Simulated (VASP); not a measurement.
# FeGe (P1) in VASP: a series of runs, part 2 of 3

VASP 6.6.1. Earlier steps stand in the parts before.

## Step 5: Single point, r2SCAN, collinear spin, ferromagnetic start

Input file POSCAR:

```
FeGe
1.0
    3.0161730080      0.0000000000      0.0000000000
    0.0000000000      3.0161730080      0.0000000000
    0.0000000000      0.0000000000      3.0161730080
Fe Ge
1 1
Direct
    0.0000000000      0.0000000000      0.0000000000
    0.4633440200      0.4507515000      0.4535288900
```

Input file INCAR.step1:

```
ALGO     = Normal         # electronic algorithm
EDIFF    = 1E-4           # SCF threshold, eV
ENCUT    = 520            # plane-wave cutoff, eV
GGA      = PE             # functional
ISMEAR   = 0              # smearing method
ISPIN    = 2              # spin polarisation
LASPH    = T              # aspherical terms in the spheres
LCHARG   = F              # write CHGCAR
LMAXMIX  = 4              # l up to which the mixer works
LREAL    = F              # projectors in reciprocal space
LWAVE    = T              # write WAVECAR
MAGMOM   = 2 0            # initial moments
NBANDS   = 22             # bands
NELM     = 150            # most SCF steps
PREC     = Accurate       # precision mode
SIGMA    = 0.05           # smearing width, eV
```

Input file INCAR.step2:

```
ALGO     = Normal         # electronic algorithm
EDIFF    = 1E-7           # SCF threshold, eV
ENCUT    = 520            # plane-wave cutoff, eV
ISIF     = 2              # what is computed and relaxed
ISMEAR   = 0              # smearing method
ISPIN    = 2              # spin polarisation
ISTART   = 1            
LASPH    = T              # aspherical terms in the spheres
LCHARG   = T              # write CHGCAR
LELF     = T              # ELF
LMAXMIX  = 4              # l up to which the mixer works
LMIXTAU  = T            
LORBIT   = 11             # projections on sites
LREAL    = F              # projectors in reciprocal space
LVHAR    = T            
LWAVE    = F              # write WAVECAR
MAGMOM   = 2 0            # initial moments
METAGGA  = R2SCAN         # meta-GGA
NBANDS   = 22             # bands
NELM     = 150            # most SCF steps
PREC     = Accurate       # precision mode
SIGMA    = 0.05           # smearing width, eV
```

Input file KPOINTS:

```
k-points
0
Gamma
  3 3 3
```

Potentials or basis: VASP PAW PBE potentials, release 64 (Fe, Ge_d).

Started as:

```console
cat potpaw_PBE.64/Fe/POTCAR potpaw_PBE.64/Ge_d/POTCAR > POTCAR
cp INCAR.step1 INCAR
mpirun -np 1 vasp_std > vasp.out
cp INCAR.step2 INCAR
mpirun -np 1 vasp_std > vasp.out
```

OUTCAR:

```text
EDIFF = 1E-7
   ENCUT = 520
   ISIF = 2
   ISMEAR = 0
   ISPIN = 2
   ISTART = 1
   LASPH = T
   LORBIT = 11
   LREAL = F
   METAGGA = R2SCAN
   NELM = 150
   PREC = Accurate

 ion  position               nearest neighbor table
   1  0.000  0.000  0.000-   2 2.38   2 2.52   2 2.55   2 2.56   2 2.68   2 2.69   2 2.72   2 2.84

   2  0.463  0.451  0.454-   1 2.38   1 2.52   1 2.55   1 2.56   1 2.68   1 2.69   1 2.72   1 2.84

  LATTYP: Found a simple cubic cell.
 ALAT       =     3.0161730080

  Lattice vectors:

 A1 = (   3.0161730080,   0.0000000000,   0.0000000000)
 A2 = (   0.0000000000,   3.0161730080,   0.0000000000)
 A3 = (   0.0000000000,   0.0000000000,   3.0161730080)

Analysis of symmetry for initial positions (statically):
=====================================================================
 Subroutine PRICEL returns:
 Original cell was already a primitive cell.

 Routine SETGRP: Setting up the symmetry group for a
 simple cubic supercell.

 Subroutine GETGRP returns: Found  1 space group operations
 (whereof  1 operations were pure point group operations)
 out of a pool of 48 trial point group operations.

The static configuration has the point symmetry C_1 .

Analysis of symmetry for dynamics (positions and initial velocities):
=====================================================================
 Subroutine PRICEL returns:
 Original cell was already a primitive cell.

 Routine SETGRP: Setting up the symmetry group for a
 simple cubic supercell.

 Subroutine GETGRP returns: Found  1 space group operations
 (whereof  1 operations were pure point group operations)
 out of a pool of 48 trial point group operations.

The dynamic configuration has the point symmetry C_1 .

Analysis of structural, dynamic, and magnetic symmetry:
=====================================================================
 Subroutine PRICEL returns:
 Original cell was already a primitive cell.

 Routine SETGRP: Setting up the symmetry group for a
 simple cubic supercell.

 Subroutine GETGRP returns: Found  1 space group operations
 (whereof  1 operations were pure point group operations)
 out of a pool of 48 trial point group operations.

The overall configuration has the point symmetry C_1 .

 Subroutine INISYM returns: Found  1 space group operations
 (whereof  1 operations are pure point group operations),
 and found     1 'primitive' translations

----------------------------------------------------------------------------------------

                                     Primitive cell

  volume of cell :      27.4390

  direct lattice vectors                    reciprocal lattice vectors
     3.016173008  0.000000000  0.000000000     0.331545968  0.000000000  0.000000000
     0.000000000  3.016173008  0.000000000     0.000000000  0.331545968  0.000000000
     0.000000000  0.000000000  3.016173008     0.000000000  0.000000000  0.331545968
[... 60 lines left out ...]
   ions per type =               1   1
   NGX,Y,Z   is equivalent  to a cutoff of  13.23, 13.23, 13.23 a.u.
   NGXF,Y,Z  is equivalent  to a cutoff of  26.46, 26.46, 26.46 a.u.
 SYSTEM =  unknown system
   PREC   = accura    normal or accurate (medium, high low for compatibility)
   ISTART =      1    job   : 0-new  1-cont  2-samecut
   ICHARG =      0    charge: 1-file 2-atom 10-const
   ISPIN  =      2    spin polarized calculation?
   LNONCOLLINEAR =      F non collinear calculations
   LSORBIT =      F    spin-orbit coupling
   LASPH  =      T    aspherical Exc in radial PAW
   ENCUT  =  520.0 eV  38.22 Ry    6.18 a.u.   5.61  5.61  5.61*2*pi/ulx,y,z
   NELM   =    150;   NELMIN=  2; NELMDL=  0     # of ELM steps
   EDIFF  = 0.1E-06   stopping-criterion for ELM
   LREAL  =      F    real-space projection
   EDIFFG = 0.1E-05   stopping-criterion for IOM
   NSW    =      0    number of steps for IOM
   IBRION =     -1    ionic relax: 0-MD 1-quasi-New 2-CG
   NFREE  =      0    steps in history (QN), initial steepest desc. (CG)
   ISIF   =      2    stress and relaxation
   ISYM   =      2    0-nonsym 1-usesym 2-fastsym
   POTIM  = 0.5000    time-step for ionic-motion
   TEBEG  =    0.0;   TEEND  =   0.0 temperature during run
   PSTRESS=    0.0 pullay stress
   NELECT =      22.0000    total number of electrons
   NUPDOWN=      -1.0000    fix difference up-down
   EMIN   =  10.00;   EMAX   =-10.00  energy-range for DOS
   EFERMI =   0.00;   METHOD = LEGACY
   ISMEAR =     0;   SIGMA  =   0.05  broadening in eV -4-tet -1-fermi 0-gaus
   EFERMI_NEDOS =   21; number of points for ismear=-14 and -15
   IALGO  =     38    algorithm
   IMIX   =      4    mixing-type and parameters
     AMIX     =   0.40;   BMIX     =  1.00
     AMIX_MAG =   1.60;   BMIX_MAG =  1.00
  volume/ion in A,a.u.               =      13.72        92.58
  Fermi-wavevector in a.u.,A,eV,Ry     =   1.520873  2.874032 31.470999  2.313053
  Thomas-Fermi vector in A             =   2.629664
   LORBIT       =     11    0 simple, 1 ext, 2 COOP (PROOUT), +10 PAW based schemes
   METAGGA = R2SCAN    functional components
   LHFCALC =     F    Hartree Fock is set to
   AEXX    =    0.0000 exact exchange contribution
   IVDW    =     0    specifies the selected vdW correction
   LEPSILON=     F    determine dielectric tensor
   LRPA    =     F    only Hartree local field effects (RPA)
 spin polarized calculation
 Gauss-broadening in eV      SIGMA  =   0.05
  energy-cutoff  :      520.00
  volume of cell :       27.44
 maximum number of plane-waves:       748
 NGX is ok and might be reduce to    24
   NGX = 11   NGY = 11   NGZ = 11

 number of electron      22.0000003 magnetization      -0.0000000

 number of electron      22.0000003 magnetization       0.0000000

 Free energy of the ion-electron system (eV)
  ---------------------------------------------------
  ext. energy  EPLUGINS =         0.00000000
  ---------------------------------------------------
  free energy    TOTEN  =       -27.25396328 eV

  energy without entropy =      -27.25396328  energy(sigma->0) =      -27.25396328

 E-fermi :   7.1506     XC(G=0): -13.8096

 val. band max:        6.8104455753   @ k =   0.3333   0.0000   0.0000
 cond. band min:       7.4410741553   @ k =   0.3333  -0.3333   0.3333
 fundamental gap:      0.6306285800
 Fermi energy:         7.1505673744

 spin component 1

 k-point     1 :       0.0000    0.0000    0.0000
  band No.  band energies     occupation
      1     -18.2877      1.00000
      2     -18.2853      1.00000
      3     -18.2044      1.00000
      4     -18.1939      1.00000
      5     -18.1918      1.00000
      6      -6.1469      1.00000
[... 339 lines left out ...]
     21      31.8979      0.00000
     22      34.7956      0.00000
 Fermi energy:         7.1505673744

 spin component 2

 k-point     1 :       0.0000    0.0000    0.0000
  band No.  band energies     occupation
      1     -18.2877      1.00000
      2     -18.2853      1.00000
      3     -18.2044      1.00000
      4     -18.1939      1.00000
      5     -18.1918      1.00000
      6      -6.1469      1.00000
[... 339 lines left out ...]
     21      31.8979      0.00000
     22      34.7956      0.00000

------------------------ aborting loop because EDIFF is reached ----------------------------------------

  FORCE on cell =-STRESS in cart. coord.  units (eV):
  Direction    XX          YY          ZZ          XY          YZ          ZX
  --------------------------------------------------------------------------------------
  -------------------------------------------------------------------------------------
  Total       -3.6938448     -3.6861735     -3.6884962      0.4683590      0.5794086      0.4451734
  in kB     -215.6852651   -215.2373378   -215.3729621     27.3476948     33.8319273     25.9938757
  external PRESSURE =    -215.4318550 kB  Pullay stress =       0.0000000 kB

 VOLUME and BASIS-vectors are now :
 -----------------------------------------------------------------------------
  energy-cutoff  :      520.00
  volume of cell :       27.44
      direct lattice vectors                 reciprocal lattice vectors
     3.016173008  0.000000000  0.000000000     0.331545968  0.000000000  0.000000000
     0.000000000  3.016173008  0.000000000     0.000000000  0.331545968  0.000000000
     0.000000000  0.000000000  3.016173008     0.000000000  0.000000000  0.331545968

 POSITION                                       TOTAL-FORCE (eV/Angst)
 -----------------------------------------------------------------------------------
      0.00000      0.00000      0.00000        -0.201175     -0.253958     -0.244629
      1.39753      1.35954      1.36792         0.201175      0.253958      0.244629
 -----------------------------------------------------------------------------------
    total drift:                               -0.007033      0.006912      0.005601

  FREE ENERGIE OF THE ION-ELECTRON SYSTEM (eV)
  ---------------------------------------------------
  free  energy   TOTEN  =       -27.2539632801 eV

  energy  without entropy=      -27.2539632801  energy(sigma->0) =      -27.25396328

 total charge

# of ion       s       p       d       tot
------------------------------------------
    1        0.367   0.419   6.413   7.199
    2        1.067   1.160  10.099  12.327
--------------------------------------------------
tot          1.434   1.579  16.512  19.526

 magnetization (x)

# of ion       s       p       d       tot
------------------------------------------
    1        0.000   0.000  -0.000  -0.000
    2        0.000   0.000   0.000   0.000
--------------------------------------------------
tot          0.000   0.000  -0.000  -0.000
```

It took 2.1 min on 1 thread of AMD EPYC 7R13, shared host; peak memory 0.13 GiB.

Results:

* Free energy: -27.2540 eV
* Pressure: -21.5 GPa
* Largest force: 0.406 eV/Å
* Band gap on the k mesh: 0.63 eV, indirect (least direct gap 0.77 eV)
* Net moment: 0.00 μB per cell
* Valence electrons inside the program's atomic spheres: Fe 7.20; Ge 12.33

Forces on the atoms (eV/Å):
```
Fe  -0.201 -0.254 -0.245
Ge   0.201  0.254  0.245
```

Stress tensor (GPa, compression positive):
```
-21.57   2.73   2.60
  2.73 -21.52   3.38
  2.60   3.38 -21.54
```

Caveat: the k points lie up to 0.69 Å⁻¹ apart; the starting moments collapsed, and a magnetic state may lie lower; the PAW data sets were made with another functional, which shifts forces and pressure a little.

[end of part 2 of 3]
